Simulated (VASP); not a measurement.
# Ca (P6_3/mmc) in VASP: notebook

Runs on Ca. Level: PBE. Tasks: single point, relaxation of shape and atoms at fixed volume.

Program: VASP 6.6.1. These are calculated values, not measurements. Logs are shortened: lines on timing, memory, paths and dates and some standing lists are left out, and cuts for length are marked.

## Step 1: The cell of the first run

Symmetry: P6_3/mmc, No. 194, hexagonal system. Conventional cell: a = 3.903 Å, b = 3.903 Å, c = 12.838 Å, α = 90.00°, β = 90.00°, γ = 120.00°. Ca (site symmetry -3m) has 12 Ca at 3.90 to 3.92 Å within 5.1 Å. Within 5.1 Å of Ca (site symmetry -6m2) lie 12 Ca at 3.90 to 3.92 Å.

## Step 2: Single point, PBE

INCAR

```
PREC = Accurate
ENCUT = 520
EDIFF = 1E-6
ISMEAR = -1
SIGMA = 0.1
LREAL = False
LASPH = True
NELM = 80
ALGO = Normal
ISIF = 2
LWAVE = False
LCHARG = False
GGA = PE
NBANDS = 28
```

KPOINTS

```
Automatic mesh
0
Gamma
  7 7 4
```

POSCAR

```
Ca
1.0
    3.9025157910      0.0000000000      0.0000000000
   -1.9512578955      3.3796778136      0.0000000000
    0.0000000000      0.0000000000     12.8383976913
Ca
4
Direct
    0.0000000000      0.0000000000      0.0000000000
    0.0000000000      0.0000000000      0.5000000000
    0.3333333333      0.6666666667      0.2500000000
    0.6666666667      0.3333333333      0.7500000000
```

Potentials or basis: VASP PAW PBE potentials, release 64 (Ca_sv).

On the command line:

```sh
$ cat potpaw_PBE.64/Ca_sv/POTCAR > POTCAR
$ mpirun -np 1 vasp_std > vasp.out
```

OUTCAR:

```text
PREC = Accurate
   ENCUT = 520
   EDIFF = 1E-6
   ISMEAR = -1
   LREAL = False
   LASPH = True
   NELM = 80
   ISIF = 2
   GGA = PE

 ion  position               nearest neighbor table
   1  0.000  0.000  0.000-
   2  0.000  0.000  0.500-
   3  0.333  0.667  0.250-
   4  0.667  0.333  0.750-

  LATTYP: Found a hexagonal cell.
 ALAT       =     3.9025157910
 C/A-ratio  =     3.2897746938

  Lattice vectors:

 A1 = (   3.9025157910,   0.0000000000,   0.0000000000)
 A2 = (  -1.9512578955,   3.3796778136,   0.0000000000)
 A3 = (   0.0000000000,   0.0000000000,  12.8383976913)

Analysis of symmetry for initial positions (statically):
=====================================================================
 Subroutine PRICEL returns:
 Original cell was already a primitive cell.

 Routine SETGRP: Setting up the symmetry group for a
 hexagonal supercell.

 Subroutine GETGRP returns: Found 24 space group operations
 (whereof 12 operations were pure point group operations)
 out of a pool of 24 trial point group operations.

The static configuration has the point symmetry D_3d.
 The point group associated with its full space group is D_6h.

Analysis of symmetry for dynamics (positions and initial velocities):
=====================================================================
 Subroutine PRICEL returns:
 Original cell was already a primitive cell.

 Routine SETGRP: Setting up the symmetry group for a
 hexagonal supercell.

 Subroutine GETGRP returns: Found 24 space group operations
 (whereof 12 operations were pure point group operations)
 out of a pool of 24 trial point group operations.

The dynamic configuration has the point symmetry D_3d.
 The point group associated with its full space group is D_6h.

 Subroutine INISYM returns: Found 24 space group operations
 (whereof 12 operations are pure point group operations),
 and found     1 'primitive' translations

----------------------------------------------------------------------------------------

                                     Primitive cell

  volume of cell :     169.3288

[... 84 lines left out ...]
   ICHARG =      2    charge: 1-file 2-atom 10-const
   ISPIN  =      1    spin polarized calculation?
   LNONCOLLINEAR =      F non collinear calculations
   LSORBIT =      F    spin-orbit coupling
   LASPH  =      T    aspherical Exc in radial PAW
   ENCUT  =  520.0 eV  38.22 Ry    6.18 a.u.   7.26  7.26 23.87*2*pi/ulx,y,z
   NELM   =     80;   NELMIN=  2; NELMDL= -5     # of ELM steps
   EDIFF  = 0.1E-05   stopping-criterion for ELM
   LREAL  =      F    real-space projection
   EDIFFG = 0.1E-04   stopping-criterion for IOM
   NSW    =      0    number of steps for IOM
   IBRION =     -1    ionic relax: 0-MD 1-quasi-New 2-CG
   NFREE  =      0    steps in history (QN), initial steepest desc. (CG)
   ISIF   =      2    stress and relaxation
   ISYM   =      2    0-nonsym 1-usesym 2-fastsym
   POTIM  = 0.5000    time-step for ionic-motion
   TEBEG  =    0.0;   TEEND  =   0.0 temperature during run
   PSTRESS=    0.0 pullay stress
   NELECT =      40.0000    total number of electrons
   NUPDOWN=      -1.0000    fix difference up-down
   EMIN   =  10.00;   EMAX   =-10.00  energy-range for DOS
   EFERMI =   0.00;   METHOD = LEGACY
   ISMEAR =    -1;   SIGMA  =   0.10  broadening in eV -4-tet -1-fermi 0-gaus
   EFERMI_NEDOS =   21; number of points for ismear=-14 and -15
   IALGO  =     38    algorithm
   IMIX   =      4    mixing-type and parameters
     AMIX     =   0.40;   BMIX     =  1.00
     AMIX_MAG =   1.60;   BMIX_MAG =  1.00
  volume/ion in A,a.u.               =      42.33       285.67
  Fermi-wavevector in a.u.,A,eV,Ry     =   1.012009  1.912421 13.934585  1.024163
  Thomas-Fermi vector in A             =   2.145093
   LORBIT       =      0    0 simple, 1 ext, 2 COOP (PROOUT), +10 PAW based schemes
   GGA     = PE    functional components
   LHFCALC =     F    Hartree Fock is set to
   AEXX    =    0.0000 exact exchange contribution
   IVDW    =     0    specifies the selected vdW correction
   LEPSILON=     F    determine dielectric tensor
   LRPA    =     F    only Hartree local field effects (RPA)
 non-spin polarized calculation
  energy-cutoff  :      520.00
  volume of cell :      169.33
 maximum number of plane-waves:      4596
 NGX is ok and might be reduce to    30
   NGX = 15   NGY = 15   NGZ = 47

 number of electron      39.9999984 magnetization

 Free energy of the ion-electron system (eV)
  ---------------------------------------------------
  ext. energy  EPLUGINS =         0.00000000
  ---------------------------------------------------
  free energy    TOTEN  =        -7.80027997 eV

  energy without entropy =       -7.62986395  energy(sigma->0) =       -7.71507196

 E-fermi :   1.9754     XC(G=0):  -7.7247

 val. band max:        1.9636880352   @ k =   0.2857   0.0000   0.0000
 cond. band min:       2.0032396623   @ k =   0.4286   0.1429   0.0000
 fundamental gap:      0.0395516272
 Fermi energy:         1.9754143540

 k-point     1 :       0.0000    0.0000    0.0000
  band No.  band energies     occupation
      1     -40.0626      2.00000
      2     -40.0588      2.00000
      3     -40.0515      2.00000
      4     -40.0477      2.00000
      5     -21.1102      2.00000
      6     -21.0461      2.00000
[... 733 lines left out ...]
     27       3.2469      0.00001
     28       3.2469      0.00001

------------------------ aborting loop because EDIFF is reached ----------------------------------------

  FORCE on cell =-STRESS in cart. coord.  units (eV):
  Direction    XX          YY          ZZ          XY          YZ          ZX
  --------------------------------------------------------------------------------------
  -------------------------------------------------------------------------------------
  Total        0.0051117      0.0051117      0.0156713      0.0000000     -0.0000000      0.0000000
  in kB        0.0483669      0.0483669      0.1482808      0.0000000     -0.0000000      0.0000000
  external PRESSURE =       0.0816715 kB  Pullay stress =       0.0000000 kB

 VOLUME and BASIS-vectors are now :
 -----------------------------------------------------------------------------
  energy-cutoff  :      520.00
  volume of cell :      169.33
      direct lattice vectors                 reciprocal lattice vectors
     3.902515791  0.000000000  0.000000000     0.256244959  0.147943096  0.000000000
    -1.951257895  3.379677814  0.000000000     0.000000000  0.295886192  0.000000000
     0.000000000  0.000000000 12.838397691     0.000000000  0.000000000  0.077891340

 POSITION                                       TOTAL-FORCE (eV/Angst)
 -----------------------------------------------------------------------------------
      0.00000      0.00000      0.00000        -0.000000      0.000000      0.000000
      0.00000      0.00000      6.41920        -0.000000      0.000000      0.000000
     -0.00000      2.25312      3.20960         0.000000     -0.000000      0.000000
      1.95126      1.12656      9.62880        -0.000000      0.000000     -0.000000
 -----------------------------------------------------------------------------------
    total drift:                               -0.000000      0.000000      0.000000

  FREE ENERGIE OF THE ION-ELECTRON SYSTEM (eV)
  ---------------------------------------------------
  free  energy   TOTEN  =        -7.8002799739 eV

  energy  without entropy=       -7.6298639491  energy(sigma->0) =       -7.71507196
```

stdout:

```text
POSCAR found type information on POSCAR Ca
 POSCAR found :  1 types and       4 ions
 scaLAPACK will be used
 LDA part: xc-table for (Slater+PW92), standard interpolation
 POSCAR, INCAR and KPOINTS ok, starting setup
 FFT: planning ... GRIDC
 FFT: planning ... GRID_SOFT
 FFT: planning ... GRID
 WAVECAR not read
 entering main loop
```

Wall time 69 s (1 thread of Intel Xeon Platinum 8488C (Sapphire Rapids), shared host); peak memory 0.31 GiB.

Results:

| Quantity | Value |
| --- | --- |
| Free energy | -7.8003 eV |
| Pressure | 0.0 GPa |
| Band gap on the k mesh | zero (band 20 reaches 2.11 eV, above the bottom of band 21 at 1.76 eV) |

## Step 3: Relaxation of shape and atoms at fixed volume, PBE

This run uses another cell than the first one, of 18.20 Å³/atom, 0.430 times its volume.

INCAR

```
SYSTEM = Ca
  ALGO = Normal
  EDIFF = 1E-7
  EDIFFG = -0.005
  ENCUT = 600
  GGA = PE
  IBRION = 2
  ISIF = 4
  ISMEAR = -1
  LASPH = .TRUE.
  LCHARG = .FALSE.
  LREAL = .FALSE.
  LWAVE = .FALSE.
  NELM = 80
  NSW = 50
  PREC = Accurate
  SIGMA = 0.1
```

KPOINTS

```
k-points
0
G
  7 7 4
  0 0 0
```

POSCAR

```
Ca
1.0
    2.9455573819      0.0000000000      0.0000000000
   -1.4727786910      2.5509275210      0.0000000000
    0.0000000000      0.0000000000      9.6902201342
Ca
4
Direct
    0.0000000000      0.0000000000      0.0000000000
    0.0000000000      0.0000000000      0.5000000000
    0.3333333333      0.6666666667      0.2500000000
    0.6666666667      0.3333333333      0.7500000000
```

Potentials or basis: VASP PAW PBE potentials, release 64 (Ca_sv).

On the command line:

```sh
$ cat potpaw_PBE.64/Ca_sv/POTCAR > POTCAR
$ mpirun -np 1 vasp_std > vasp.out
```

OUTCAR:

```text
SYSTEM = Ca
   EDIFF = 1E-7
   EDIFFG = -0.005
   ENCUT = 600
   GGA = PE
   IBRION = 2
   ISIF = 4
   ISMEAR = -1
   LASPH = .TRUE.
   LREAL = .FALSE.
   NELM = 80
   NSW = 50
   PREC = Accurate

 ion  position               nearest neighbor table
   1  0.000  0.000  0.000-   3 2.96   4 2.96   3 2.96   4 2.96   4 2.96   3 2.96
   2  0.000  0.000  0.500-   3 2.96   4 2.96   3 2.96   4 2.96   4 2.96   3 2.96
   3  0.333  0.667  0.250-   1 2.96   2 2.96   1 2.96   2 2.96   1 2.96   2 2.96
   4  0.667  0.333  0.750-   1 2.96   2 2.96   1 2.96   2 2.96   1 2.96   2 2.96

  LATTYP: Found a hexagonal cell.
 ALAT       =     2.9455573819
 C/A-ratio  =     3.2897746938

  Lattice vectors:

 A1 = (   2.9455573819,   0.0000000000,   0.0000000000)
 A2 = (  -1.4727786910,   2.5509275210,   0.0000000000)
 A3 = (   0.0000000000,   0.0000000000,   9.6902201342)

Analysis of symmetry for initial positions (statically):
=====================================================================
 Subroutine PRICEL returns:
 Original cell was already a primitive cell.

 Routine SETGRP: Setting up the symmetry group for a
 hexagonal supercell.

 Subroutine GETGRP returns: Found 24 space group operations
 (whereof 12 operations were pure point group operations)
 out of a pool of 24 trial point group operations.
[... 160 lines left out ...]

 number of electron      39.9999999 magnetization

 Free energy of the ion-electron system (eV)
  ---------------------------------------------------
  ext. energy  EPLUGINS =         0.00000000
  ---------------------------------------------------
  free energy    TOTEN  =         0.78773181 eV

  energy without entropy =        0.92797716  energy(sigma->0) =        0.85785448

------------------------ aborting loop because EDIFF is reached ----------------------------------------

  FORCE on cell =-STRESS in cart. coord.  units (eV):
  Direction    XX          YY          ZZ          XY          YZ          ZX
  --------------------------------------------------------------------------------------
  -------------------------------------------------------------------------------------
  Total       21.4321601     21.4321601     21.8582849     -0.0000000     -0.0000000     -0.0000000
  in kB      471.6037802    471.6037802    480.9804393     -0.0000000     -0.0000000     -0.0000000
  external PRESSURE =     474.7293333 kB  Pullay stress =       0.0000000 kB
[... 63 lines left out ...]
--------------------------------------- Ionic step        3  -------------------------------------------

 number of electron      40.0000003 magnetization

 Free energy of the ion-electron system (eV)
  ---------------------------------------------------
  ext. energy  EPLUGINS =         0.00000000
  ---------------------------------------------------
  free energy    TOTEN  =         0.78486563 eV

  energy without entropy =        0.92045898  energy(sigma->0) =        0.85266230

 E-fermi :   6.5130     XC(G=0): -10.8893

 val. band max:        6.4752097261   @ k =   0.4286   0.1429   0.0000
 cond. band min:       6.5253857693   @ k =   0.4286   0.0000   0.2500
 fundamental gap:      0.0501760432
 Fermi energy:         6.5130150863

 k-point     1 :       0.0000    0.0000    0.0000
  band No.  band energies     occupation
      1     -34.2459      2.00000
      2     -34.0745      2.00000
      3     -34.0296      2.00000
      4     -33.8492      2.00000
      5     -16.1369      2.00000
      6     -15.2751      2.00000
[... 668 lines left out ...]
  FREE ENERGIE OF THE ION-ELECTRON SYSTEM (eV)
  ---------------------------------------------------
  free  energy   TOTEN  =         0.7848656296 eV

  energy  without entropy=        0.9204589777  energy(sigma->0) =        0.85266230

 reached required accuracy - stopping structural energy minimisation
```

OSZICAR:

```text
N       E                     dE             d eps       ncg     rms          rms(c)
DAV:   1     0.469258333106E+03    0.46926E+03   -0.22963E+04  1152   0.192E+03
DAV:   2     0.292163226070E+02   -0.44004E+03   -0.43782E+03  1184   0.519E+02
DAV:   3     0.277376474853E+01   -0.26443E+02   -0.25861E+02  1904   0.996E+01
[... 27 lines left out ...]
DAV:   5     0.784868433736E+00   -0.14228E-04   -0.10034E-04  1576   0.101E-01    0.159E-02
DAV:   6     0.784865916525E+00   -0.25172E-05   -0.12420E-05  1496   0.326E-02    0.174E-03
DAV:   7     0.784865770611E+00   -0.14591E-06   -0.10777E-06  1416   0.793E-03    0.738E-04
DAV:   8     0.784865655996E+00   -0.11462E-06   -0.60923E-08   928   0.211E-03    0.266E-04
DAV:   9     0.784865629640E+00   -0.26356E-07   -0.15299E-08   768   0.160E-03
   3 F= 0.78486563E+00 E0= 0.85266230E+00  d E =-.286618E-02
```

Run time: 64 s. Hardware: 1 thread of Intel Xeon Platinum 8488C (Sapphire Rapids), shared host; peak memory 0.22 GiB.

Results:

```
Free energy               : 0.7849 eV
Energy gained by relaxing : 0.7 meV/atom
Ionic steps               : 3
Pressure after relaxing   : 47.5 GPa
Band gap on the k mesh    : zero (band 20 reaches 6.87 eV, above the bottom of band 21 at 6.29 eV)
```

Step by step:
| step | energy change (eV) | largest force (eV/Å) | pressure (GPa) | volume (Å³) |
| --- | --- | --- | --- | --- |
| 1 | 0.0000 | 0.0000 | 47.47 | 72.81 |
| 2 | -0.0013 | 0.0000 | 47.47 | 72.81 |
| 3 | -0.0029 | 0.0000 | 47.46 | 72.81 |

Final structure:
```xyz
4
Lattice="2.9274 0.0000 0.0000 -1.4637 2.5352 0.0000 0.0000 0.0000 9.8110" Properties=species:S:1:pos:R:3 pbc="T T T"
Ca   -1.4637    2.5352    0.0000
Ca   -1.4637    2.5352    4.9055
Ca    0.0000    1.6901    2.4527
Ca    1.4637    0.8451    7.3582
```
